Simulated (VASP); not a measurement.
# EuS (Fm-3m) in VASP: settings compared

EuS is run at these levels: BLYP+D3(BJ), PBEsol+D3(BJ), PBE+D4; tasks: relaxation of cell and atoms, single point.

All numbers are computed with VASP 6.6.1; they aren't measurements. Logs are shortened: lines on timing, memory, paths and dates and some standing lists are left out, and cuts for length are marked.

**Experimental background.**

From “Crystal-field mediated electronic transitions of EuS up to 35 GPa”, 2022, pmc:8786971, for a powder of EuS at 300 K: band gap 1.72 eV (optical).

The runs below are set against these values where they give the same quantity.

## Step 1: The cell of the first run

Symmetry: Fm-3m, No. 225, cubic system. Conventional cell: a = 5.957 Å, b = 5.957 Å, c = 5.957 Å, α = 90.00°, β = 90.00°, γ = 90.00°. Within 3.9 Å of Eu (site symmetry m-3m) lie 6 S at 2.98 Å. Within 3.9 Å of S (site symmetry m-3m) lie 6 Eu at 2.98 Å.

## Step 2: Relaxation of cell and atoms, BLYP+D3(BJ), collinear spin, ferromagnetic start

Contents of INCAR:

```
PREC = Accurate
ENCUT = 600
EDIFF = 1E-7
ISMEAR = -1
SIGMA = 0.05
LREAL = F
LASPH = T
NELM = 200
ALGO = Normal
ISIF = 3
LWAVE = F
LCHARG = F
ISPIN = 2
MAGMOM = 7 0
LORBIT = 11
LMAXMIX = 6
GGA = B5
ALDAX = 1.0
AGGAX = 1.0
AGGAC = 1.0
ALDAC = 0.0
IVDW = 12
VDW_S6 = 1.0
VDW_S8 = 2.6996
VDW_A1 = 0.4298
VDW_A2 = 4.2359
IBRION = 2
NSW = 60
EDIFFG = -0.01
GGA_COMPAT = F
NELMIN = 4
```

Contents of KPOINTS:

```
Automatic mesh
0
Gamma
  8 8 8
```

Contents of POSCAR:

```
EuS
1.0
    0.0000000000      2.9785000000      2.9785000000
    2.9785000000      0.0000000000      2.9785000000
    2.9785000000      2.9785000000      0.0000000000
Eu S
1 1
Direct
    0.0000000000      0.0000000000      0.0000000000
    0.5000000000      0.5000000000      0.5000000000
```

Potentials or basis: VASP PAW PBE potentials, release 64 (Eu, S).

On the command line:

```sh
$ cat potpaw_PBE.64/Eu/POTCAR potpaw_PBE.64/S/POTCAR > POTCAR
$ mpirun -np 1 vasp_std > vasp.out
```

OUTCAR:

```text
PREC = Accurate
   ENCUT = 600
   EDIFF = 1E-7
   ISMEAR = -1
   LREAL = F
   LASPH = T
   NELM = 200
   ISIF = 3
   ISPIN = 2
   LORBIT = 11
   GGA = B5
   IVDW = 12
   IBRION = 2
   NSW = 60
   EDIFFG = -0.01
   NELMIN = 4
 IVDW          = 12

 ion  position               nearest neighbor table
   1  0.000  0.000  0.000-   2 2.98   2 2.98   2 2.98   2 2.98   2 2.98   2 2.98
   2  0.500  0.500  0.500-   1 2.98   1 2.98   1 2.98   1 2.98   1 2.98   1 2.98

  LATTYP: Found a face centered cubic cell.
 ALAT       =     5.9570000000

  Lattice vectors:

 A1 = (   0.0000000000,   2.9785000000,   2.9785000000)
 A2 = (   2.9785000000,   0.0000000000,   2.9785000000)
 A3 = (   2.9785000000,   2.9785000000,   0.0000000000)

Analysis of symmetry for initial positions (statically):
=====================================================================
 Subroutine PRICEL returns:
 Original cell was already a primitive cell.

 Routine SETGRP: Setting up the symmetry group for a
 face centered cubic supercell.

 Subroutine GETGRP returns: Found 48 space group operations
 (whereof 48 operations were pure point group operations)
 out of a pool of 48 trial point group operations.

The static configuration has the point symmetry O_h .

Analysis of symmetry for dynamics (positions and initial velocities):
=====================================================================
 Subroutine PRICEL returns:
 Original cell was already a primitive cell.

 Routine SETGRP: Setting up the symmetry group for a
 face centered cubic supercell.

 Subroutine GETGRP returns: Found 48 space group operations
 (whereof 48 operations were pure point group operations)
 out of a pool of 48 trial point group operations.

The dynamic configuration has the point symmetry O_h .

Analysis of structural, dynamic, and magnetic symmetry:
=====================================================================
 Subroutine PRICEL returns:
 Original cell was already a primitive cell.

 Routine SETGRP: Setting up the symmetry group for a
 face centered cubic supercell.

 Subroutine GETGRP returns: Found 48 space group operations
 (whereof 48 operations were pure point group operations)
 out of a pool of 48 trial point group operations.

The overall configuration has the point symmetry O_h .

 Subroutine INISYM returns: Found 48 space group operations
 (whereof 48 operations are pure point group operations),
 and found     1 'primitive' translations

----------------------------------------------------------------------------------------

                                     Primitive cell

  volume of cell :      52.8473

  direct lattice vectors                    reciprocal lattice vectors
     0.000000000  2.978500000  2.978500000    -0.167869733  0.167869733  0.167869733
     2.978500000  0.000000000  2.978500000     0.167869733 -0.167869733  0.167869733
     2.978500000  2.978500000  0.000000000     0.167869733  0.167869733 -0.167869733

  length of vectors
     4.212235096  4.212235096  4.212235096     0.290758907  0.290758907  0.290758907

  position of ions in fractional coordinates (direct lattice)
     0.000000000  0.000000000  0.000000000
     0.500000000  0.500000000  0.500000000

  ion indices of the primitive-cell ions
   primitive index   ion index
                 1           1
                 2           2

----------------------------------------------------------------------------------------

 KPOINTS: Automatic mesh

Automatic generation of k-mesh.
 Grid dimensions read from file:
 generate k-points for:    8    8    8

 Generating k-lattice:

  Cartesian coordinates                     Fractional coordinates (reciprocal lattice)
    -0.020983717  0.020983717  0.020983717     0.125000000  0.000000000  0.000000000
     0.020983717 -0.020983717  0.020983717     0.000000000  0.125000000  0.000000000
     0.020983717  0.020983717 -0.020983717     0.000000000  0.000000000  0.125000000

  Length of vectors
     0.036344863  0.036344863  0.036344863

  Shift w.r.t. Gamma in fractional coordinates (k-lattice)
     0.000000000  0.000000000  0.000000000

 Subroutine IBZKPT returns following result:
 ===========================================

 Found     29 irreducible k-points:

 Following reciprocal coordinates:
            Coordinates               Weight
  0.000000  0.000000  0.000000      1.000000
  0.125000  0.000000  0.000000      8.000000
  0.250000  0.000000  0.000000      8.000000
  0.375000  0.000000  0.000000      8.000000
  0.500000  0.000000  0.000000      4.000000
  0.125000  0.125000  0.000000      6.000000
[... 16 lines left out ...]
  0.500000  0.250000  0.125000     48.000000
 -0.375000  0.250000  0.125000     24.000000
 [... further k-points ...]
   k-points           NKPTS =     29   k-points in BZ     NKDIM =     29   number of bands    NBANDS=     19
   number of dos      NEDOS =    301   number of ions     NIONS =      2
   total plane-waves  NPLWV =  46656
   dimension x,y,z NGX =    36 NGY =   36 NGZ =   36
   dimension x,y,z NGXF=    72 NGYF=   72 NGZF=   72
   ions per type =               1   1
   NGX,Y,Z   is equivalent  to a cutoff of  14.21, 14.21, 14.21 a.u.
   NGXF,Y,Z  is equivalent  to a cutoff of  28.42, 28.42, 28.42 a.u.
 SYSTEM =  unknown system
   PREC   = accura    normal or accurate (medium, high low for compatibility)
   ISTART =      0    job   : 0-new  1-cont  2-samecut
   ICHARG =      2    charge: 1-file 2-atom 10-const
   ISPIN  =      2    spin polarized calculation?
   LNONCOLLINEAR =      F non collinear calculations
   LSORBIT =      F    spin-orbit coupling
   LASPH  =      T    aspherical Exc in radial PAW
   ENCUT  =  600.0 eV  44.10 Ry    6.64 a.u.   8.41  8.41  8.41*2*pi/ulx,y,z
   NELM   =    200;   NELMIN=  4; NELMDL= -5     # of ELM steps
   EDIFF  = 0.1E-06   stopping-criterion for ELM
   LREAL  =      F    real-space projection
   EDIFFG = -.1E-01   stopping-criterion for IOM
   NSW    =     60    number of steps for IOM
   IBRION =      2    ionic relax: 0-MD 1-quasi-New 2-CG
   NFREE  =      1    steps in history (QN), initial steepest desc. (CG)
   ISIF   =      3    stress and relaxation
   ISYM   =      2    0-nonsym 1-usesym 2-fastsym
   POTIM  = 0.5000    time-step for ionic-motion
   TEBEG  =    0.0;   TEEND  =   0.0 temperature during run
   PSTRESS=    0.0 pullay stress
   NELECT =      23.0000    total number of electrons
   NUPDOWN=      -1.0000    fix difference up-down
   EMIN   =  10.00;   EMAX   =-10.00  energy-range for DOS
   EFERMI =   0.00;   METHOD = LEGACY
   ISMEAR =    -1;   SIGMA  =   0.05  broadening in eV -4-tet -1-fermi 0-gaus
   EFERMI_NEDOS =   21; number of points for ismear=-14 and -15
   IALGO  =     38    algorithm
   IMIX   =      4    mixing-type and parameters
     AMIX     =   0.40;   BMIX     =  1.00
     AMIX_MAG =   1.60;   BMIX_MAG =  1.00
  volume/ion in A,a.u.               =      26.42       178.32
  Fermi-wavevector in a.u.,A,eV,Ry     =   1.240633  2.344456 20.941667  1.539169
  Thomas-Fermi vector in A             =   2.375065
   LORBIT       =     11    0 simple, 1 ext, 2 COOP (PROOUT), +10 PAW based schemes
   GGA     = B5    functional components
   LHFCALC =     F    Hartree Fock is set to
   AEXX    =    0.0000 exact exchange contribution
   IVDW    =    12    specifies the selected vdW correction
   LEPSILON=     F    determine dielectric tensor
   LRPA    =     F    only Hartree local field effects (RPA)
 conjugate gradient relaxation of ions
 spin polarized calculation
  energy-cutoff  :      600.00
  volume of cell :       52.85
 maximum number of plane-waves:      1807
 NGX is ok and might be reduce to    36
   NGX = 17   NGY = 17   NGZ = 17

--------------------------------------- Ionic step        1  -------------------------------------------

 number of electron      22.9999997 magnetization       6.9725225

 Free energy of the ion-electron system (eV)
  ---------------------------------------------------
  ext. energy  EPLUGINS =         0.00000000
  ---------------------------------------------------
  free energy    TOTEN  =       -18.59192687 eV

  energy without entropy =      -18.58214711  energy(sigma->0) =      -18.58703699

------------------------ aborting loop because EDIFF is reached ----------------------------------------

 Edisp (eV)   -1.55113

 E8    (eV) :    -1.1814

  FORCE on cell =-STRESS in cart. coord.  units (eV):
  Direction    XX          YY          ZZ          XY          YZ          ZX
  --------------------------------------------------------------------------------------
  -------------------------------------------------------------------------------------
  Total      -1.39171    -1.39171    -1.39171    -0.00000    -0.00000    -0.00000
  in kB     -42.19253   -42.19253   -42.19253    -0.00000    -0.00000    -0.00000
  external pressure =      -42.19 kB  Pullay stress =        0.00 kB
[... 63 lines left out ...]
  energy  without entropy=      -20.1937444106  energy(sigma->0) =      -20.19997481

--------------------------------------- Ionic step        3  -------------------------------------------

 number of electron      23.0000000 magnetization      -6.9366623

 Free energy of the ion-electron system (eV)
  ---------------------------------------------------
  ext. energy  EPLUGINS =         0.00000000
  ---------------------------------------------------
  free energy    TOTEN  =       -18.50453439 eV

  energy without entropy =      -18.49248565  energy(sigma->0) =      -18.49851002

 E-fermi :   5.3549     XC(G=0):  -9.5144

 val. band max:        5.3355163371   @ k =   0.1250   0.1250   0.0000
 cond. band min:       5.3969805176   @ k =   0.5000   0.3750   0.0000
 fundamental gap:      0.0614641805
 Fermi energy:         5.3548790808

 spin component 1

 k-point     1 :       0.0000    0.0000    0.0000
  band No.  band energies     occupation
      1     -33.0550      1.00000
      2     -12.6435      1.00000
      3     -12.6435      1.00000
      4     -12.6435      1.00000
      5      -8.3803      1.00000
      6       2.6551      1.00000
[... 11 lines left out ...]
     18       9.7517      0.00000
     19       9.9525      0.00000
[... 491 lines left out ...]
      5      -7.4209      1.00000
      6       0.5157      1.00000
[... 11 lines left out ...]
     18      10.6706      0.00000
     19      11.2098      0.00000

 [... further k-points ...]

 spin component 2

 k-point     1 :       0.0000    0.0000    0.0000
  band No.  band energies     occupation
      1     -35.9309      1.00000
      2     -14.7496      1.00000
      3     -14.7496      1.00000
      4     -14.7496      1.00000
      5      -8.4000      1.00000
      6       2.4590      1.00000
[... 11 lines left out ...]
     18       6.3734      0.00000
     19       7.2793      0.00000
[... 539 lines left out ...]
  FREE ENERGIE OF THE ION-ELECTRON SYSTEM (eV)
  ---------------------------------------------------
  free  energy   TOTEN  =       -20.2075822716 eV

  energy  without entropy=      -20.1955335300  energy(sigma->0) =      -20.20155790

 reached required accuracy - stopping structural energy minimisation

 total charge

# of ion       s       p       d       f       tot
--------------------------------------------------
    1        2.031   5.751   0.371   6.634  14.786
    2        1.328   2.489   0.000   0.000   3.818
--------------------------------------------------
tot          3.359   8.241   0.371   6.634  18.604

 magnetization (x)

# of ion       s       p       d       f       tot
--------------------------------------------------
    1        0.013   0.102  -0.095  -6.593  -6.573
    2        0.006   0.051   0.000   0.000   0.057
--------------------------------------------------
tot          0.019   0.153  -0.095  -6.593  -6.516
```

It took 4.7 min on 1 thread of Intel Xeon 6975P-C (Granite Rapids), shared host; peak memory 0.3 GiB.

What came out:

* Free energy: -20.2076 eV
* Relaxed volume: 24.15 Å³/atom
* Relaxed cell: a = 4.088 Å, b = 4.088 Å, c = 4.088 Å, α = 60.00°, β = 60.00°, γ = 60.00°
* Space group after relaxing (to 0.1 Å): Fm-3m (No. 225)
* Energy gained by relaxing: 32.3 meV/atom
* Ionic steps: 3
* Pressure after relaxing: 0.0 GPa
* Net moment: -6.94 μB per cell
* Site moments: Eu -6.57; S +0.06 μB
* Valence electrons inside the program's atomic spheres: Eu 14.79; S 3.82
* Dispersion energy per atom: -0.852 eV

The path:
```tsv
step	energy change (eV)	largest force (eV/Å)	pressure (GPa)	volume (Å³)
1	0.0000	0.0000	-4.22	52.85
2	-0.0631	0.0000	0.72	47.70
3	-0.0645	0.0000	0.03	48.29
```

Final structure:
```
Eu S
1.0
     0.00000    2.89032    2.89032
     2.89032    0.00000    2.89032
     2.89032    2.89032    0.00000
Eu S
1 1
Direct
  0.00000 0.00000 0.00000
  0.50000 0.50000 0.50000
```

Caveat: the PAW data sets were made with another functional, which shifts forces and pressure a little; spin-orbit coupling is left out, which moves the levels of the heavy elements; a cell with one magnetic atom can't hold antiferromagnetic order, which such compounds often take; semilocal functionals describe open f shells poorly, which spoils levels, moments and volumes. The state reached can hang on the start; a lower one may exist.

## Step 3: Single point, PBEsol+D3(BJ), collinear spin, ferromagnetic start

This run uses another cell than the first one, of 22.44 Å³/atom.

Contents of INCAR:

```
PREC = Accurate ; ENCUT = 600
EDIFF = 1E-6 ; ISMEAR = -1
SIGMA = 0.05 ; LREAL = False
LASPH = True ; NELM = 200
ALGO = Normal ; ISIF = 2
LWAVE = False ; LCHARG = False
ISPIN = 2 ; MAGMOM = 7 0
LORBIT = 11 ; LMAXMIX = 6
GGA = PS ; IVDW = 12
NBANDS = 22 ; GGA_COMPAT = False
```

KPOINTS is that of step 2.

Contents of POSCAR:

```
EuS
1.0
    0.0000000000      2.8208028229      2.8208028229
    2.8208028229      0.0000000000      2.8208028229
    2.8208028229      2.8208028229      0.0000000000
Eu S
1 1
Direct
    0.0000000000      0.0000000000      0.0000000000
    0.5000000000      0.5000000000      0.5000000000
```

Potentials or basis: VASP PAW PBE potentials, release 64 (Eu, S).

On the command line:

```sh
$ cat potpaw_PBE.64/Eu/POTCAR potpaw_PBE.64/S/POTCAR > POTCAR
$ mpirun -np 1 vasp_std > vasp.out
```

Wall time 70 s (1 thread of Oxide Virtual Turin-like, shared host); peak memory 0.23 GiB.

The run converged. Its results:

| Item | Value |
| --- | --- |
| Free energy | -21.3806 eV |
| Pressure | -0.2 GPa |
| Net moment | 6.88 μB per cell |
| Site moments | Eu +6.51; S -0.08 μB |
| Valence electrons inside the program's atomic spheres | Eu 14.76; S 3.76 |
| Dispersion energy per atom | -0.400 eV |

Levels at points of the mesh, in eV from the Fermi level:
Spin up:
```csv
k point,band 12,band 13,band 14,band 15,band 16,band 17,band 18,band 19
"(0.00, 0.00, 0.00)",-0.28,0.22,0.22,0.22,0.92,0.92,0.92,1.77
"(0.50, 0.00, 0.00)",-0.34,-0.34,-0.29,-0.27,3.43,3.79,4.14,4.14
"(0.50, 0.50, 0.00)",-0.36,-0.36,-0.30,-0.01,-0.01,3.33,4.17,5.41
```
Spin down:
| k point | band 4 | band 5 | band 6 | band 7 | band 8 | band 9 | band 10 | band 11 | band 12 | band 13 |
| --- | --- | --- | --- | --- | --- | --- | --- | --- | --- | --- |
| (0.00, 0.00, 0.00) | -17.71 | -13.77 | -2.52 | -2.52 | -2.52 | 1.68 | 1.68 | 1.68 | 2.39 | 2.72 |
| (0.50, 0.00, 0.00) | -17.75 | -12.20 | -5.58 | -4.03 | -4.03 | 2.87 | 3.88 | 3.88 | 4.24 | 4.24 |
| (0.50, 0.50, 0.00) | -17.93 | -13.36 | -3.60 | -2.82 | -2.82 | -0.64 | 4.08 | 4.16 | 4.19 | 4.24 |

Caveat: the PAW data sets were made with another functional, which shifts forces and pressure a little; spin-orbit coupling is left out, which moves the levels of the heavy elements; a cell with one magnetic atom can't hold antiferromagnetic order, which such compounds often take; semilocal functionals describe open f shells poorly, which spoils levels, moments and volumes.

## Step 4: Single point, PBE+D4, collinear spin, ferromagnetic start

This run uses another cell than the first one, of 24.06 Å³/atom.

Contents of INCAR:

```
SYSTEM = EuS
  PREC = Accurate
  ENCUT = 600
  EDIFF = 1E-6
  ISMEAR = -1
  SIGMA = 0.05
  LREAL = .False.
  LASPH = .True.
  NELM = 200
  ALGO = Normal
  ISIF = 2
  LWAVE = .False.
  LCHARG = .True.
  ISPIN = 2
  MAGMOM = 7 0
  LORBIT = 11
  LMAXMIX = 6
  GGA = PE
  IVDW = 13
  LELF = .True.
  LVHAR = .True.
  NBANDS = 22
  GGA_COMPAT = .False.
```

Contents of KPOINTS:

```
Automatic mesh
0
Gamma
  8 8 8
  0 0 0
```

Contents of POSCAR:

```
EuS
1.0
    0.0000000000      2.8870919972      2.8870919972
    2.8870919972      0.0000000000      2.8870919972
    2.8870919972      2.8870919972      0.0000000000
Eu S
1 1
Direct
    0.0000000000      0.0000000000      0.0000000000
    0.5000000000      0.5000000000      0.5000000000
```

On the command line:

```sh
$ cat potpaw_PBE.64/Eu/POTCAR potpaw_PBE.64/S/POTCAR > POTCAR
$ mpirun -np 1 vasp_std > vasp.out
```

It took 1.9 min on 1 thread of Oxide Virtual Turin-like, shared host; peak memory 0.25 GiB.

Results (log left out):

```yaml
Free_energy: -20.5544 eV
Pressure: -0.3 GPa
Net_moment: 6.95 μB per cell
Site_moments: Eu +6.55; S -0.08 μB
Valence_electrons_inside_the_program's_atomic_spheres: Eu 14.77; S 3.78
Dispersion_energy_per_atom: -0.317 eV
```

Levels at points of the mesh, in eV from the Fermi level:
Spin up:
```
           k point  band 11  band 12  band 13  band 14  band 15  band 16  band 17  band 18  band 19  band 20
(0.00, 0.00, 0.00)    -0.28    -0.28     0.12     0.12     0.12     0.98     0.98     0.98     1.32     1.93
(0.50, 0.00, 0.00)    -0.44    -0.34    -0.34    -0.29    -0.28     3.20     3.50     3.90     3.90     7.06
(0.50, 0.50, 0.00)    -0.38    -0.35    -0.35    -0.30    -0.07    -0.07     3.20     3.75     5.01     5.05
```
Spin down:
```csv
k point,band 6,band 7,band 8,band 9,band 10,band 11
"(0.00, 0.00, 0.00)",-2.64,-2.64,-2.64,1.76,1.76,1.76
"(0.50, 0.00, 0.00)",-5.42,-3.96,-3.96,2.91,4.01,4.01
"(0.50, 0.50, 0.00)",-3.74,-2.96,-2.96,-0.40,4.07,4.20
```

Caveat: spin-orbit coupling is left out, which moves the levels of the heavy elements; a cell with one magnetic atom can't hold antiferromagnetic order, which such compounds often take; semilocal functionals describe open f shells poorly, which spoils levels, moments and volumes. The state reached can hang on the start; a lower one may exist.

[end of part 1 of 2]
